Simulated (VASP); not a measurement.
Here is a VASP 6.6.1 calculation.

File INCAR:

```
PREC = Accurate ; ENCUT = 700
EDIFF = 1E-6 ; ISMEAR = 0
SIGMA = 0.1 ; LREAL = False
LASPH = True ; NELM = 120
ALGO = Normal ; ISIF = 2
LWAVE = False ; LCHARG = False
NBANDS = 22 ; GGA_COMPAT = False
```

Contents of KPOINTS:

```
regular mesh
0
Gamma
  9 9 4
```

The input POSCAR:

```
Ta2C
1.0
    3.0777036631      0.0000000000      0.0000000000
   -1.5388518316      2.6653695576      0.0000000000
    0.0000000000      0.0000000000      4.8882307610
Ta C
2 1
Direct
    0.3333333333      0.6666666667      0.2530773876
    0.6666666667      0.3333333333      0.7469226124
    0.0000000000      0.0000000000      0.0000000000
```

Potentials or basis: VASP PAW LDA potentials, release 64 (Ta_sv_GW, C).

Command:

```sh
$ cat potpaw_LDA.64/Ta_sv_GW/POTCAR potpaw_LDA.64/C/POTCAR > POTCAR
$ mpirun -np 1 vasp_std > vasp.out
```

(1) What does it give for the pressure?

(2) What does it give for the largest force?

## Answers

(1) 0.8 GPa.

(2) 0.006 eV/Å.
